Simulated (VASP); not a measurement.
Here is a VASP 6.6.1 calculation.

Contents of INCAR:

```
PREC     = Accurate       # precision mode
ENCUT    = 520            # plane-wave cutoff, eV
EDIFF    = 1E-6           # SCF threshold, eV
ISMEAR   = 0              # smearing method
SIGMA    = 0.05           # smearing width, eV
LREAL    = False          # projectors in reciprocal space
LASPH    = True           # aspherical terms in the spheres
NELM     = 80             # most SCF steps
ALGO     = Normal         # electronic algorithm
ISIF     = 2              # what is computed and relaxed
LWAVE    = False          # write WAVECAR
LCHARG   = False          # write CHGCAR
LDIPOL   = True         
IDIPOL   = 3            
DIPOL    = 0.5 0.5 0.500
GGA      = PS             # functional
NBANDS   = 26             # bands
```

The input KPOINTS:

```
regular mesh
0
Gamma
  12 12 1
```

File POSCAR:

```
BN
1.0
    2.5043488730      0.0000000000      0.0000000000
   -1.2521744365      2.1688297439      0.0000000000
    0.0000000000      0.0000000000     25.5286415822
B N
4 4
Direct
    0.6666666667      0.3333333333      0.2935891661
    0.3333333333      0.6666666667      0.4312842507
    0.6666666667      0.3333333333      0.5687157682
    0.3333333333      0.6666666667      0.7064108147
    0.3333333333      0.6666666667      0.2934859837
    0.6666666667      0.3333333333      0.4312837758
    0.3333333333      0.6666666667      0.5687162437
    0.6666666667      0.3333333333      0.7065139972
```

Potentials or basis: VASP PAW PBE potentials, release 64 (B, N).

Run with:

```console
$ cat potpaw_PBE.64/B/POTCAR potpaw_PBE.64/N/POTCAR > POTCAR
$ mpirun -np 1 vasp_std > vasp.out
```

Q: Estimate the largest force.

A: 0.012 eV/Å.

Q: What does it give for the band gap on the k mesh?

A: 4.31 eV, indirect (least direct gap 4.62 eV).

Forces in eV/Å, atoms in the order of the input:
```
B    0.000  0.000 -0.012
B    0.000  0.000  0.000
B    0.000  0.000  0.000
B    0.000  0.000  0.012
N    0.000  0.000  0.011
N    0.000  0.000 -0.001
N    0.000  0.000  0.001
N    0.000  0.000 -0.011
```

Caveat: the PAW data sets were made with another functional, which shifts forces and pressure a little.
